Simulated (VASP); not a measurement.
Here is a VASP 6.6.1 calculation.

File INCAR:

```
PREC = Accurate
ENCUT = 520
EDIFF = 1E-6
ISMEAR = 0
SIGMA = 0.05
LREAL = False
LASPH = True
NELM = 100
ALGO = Normal
ISIF = 2
LWAVE = False
LCHARG = True
GGA = PS
LELF = True
LVHAR = True
NBANDS = 14
```

KPOINTS

```
regular mesh
0
Gamma
  12 12 12
```

Contents of POSCAR:

```
MgO2
1.0
    1.6047610160      0.9265092046      3.4415691918
   -1.6047610160      0.9265092046      3.4415691918
    0.0000000000     -1.8530184092      3.4415691918
Mg O
1 2
Direct
    0.0000000000      0.0000000000      0.0000000000
    0.4287860000      0.4287860000      0.4287860000
    0.5712140000      0.5712140000      0.5712140000
```

Potentials or basis: VASP PAW PBE potentials, release 64 (Mg, O).

The run is started by

```bash
$ cat potpaw_PBE.64/Mg/POTCAR potpaw_PBE.64/O/POTCAR > POTCAR
$ mpirun -np 1 vasp_std > vasp.out
```

Predict the largest force.

0.317 eV/Å.

What does it give for the pressure?

-2.2 GPa.

Stress tensor (GPa, compression positive):
```
-4.18  0.00  0.00
 0.00 -4.18  0.00
 0.00  0.00  1.71
```

Caveat: the cell differs from its parent crystal (strain +0.000 along x and y, -0.015 along z); the PAW data sets were made with another functional, which shifts forces and pressure a little.
